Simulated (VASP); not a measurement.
Here is a VASP 6.6.1 calculation.

Contents of INCAR:

```
PREC = Accurate
ENCUT = 500
EDIFF = 1E-6
ISMEAR = -1
SIGMA = 0.03
LREAL = False
LASPH = True
NELM = 120
ALGO = Normal
ISIF = 2
LWAVE = False
LCHARG = True
GGA = PE
LELF = True
LVHAR = True
NBANDS = 15
GGA_COMPAT = False
```

KPOINTS

```
regular mesh
0
Gamma
  2 2 2
```

File POSCAR:

```
CsI
1.0
    4.5667000000      0.0000000000      0.0000000000
    0.0000000000      4.5667000000      0.0000000000
    0.0000000000      0.0000000000      4.5667000000
Cs I
1 1
Direct
    0.0000000000      0.0000000000      0.0000000000
    0.5000000000      0.5000000000      0.5000000000
```

Potentials or basis: VASP PAW PBE potentials, release 64 (Cs_sv, I).

Command:

```bash
$ cat potpaw_PBE.64/Cs_sv/POTCAR potpaw_PBE.64/I/POTCAR > POTCAR
$ mpirun -np 1 vasp_std > vasp.out
```

Question: What does it give for the pressure?

Answer: 1.7 GPa.

Question: What does it give for the band gap on the k mesh?

Answer: 3.81 eV (least direct gap 3.91 eV).

Caveat: the k points lie up to 0.69 Å⁻¹ apart; spin-orbit coupling is left out, which moves the levels of the heavy elements. A k mesh can miss the band edges.
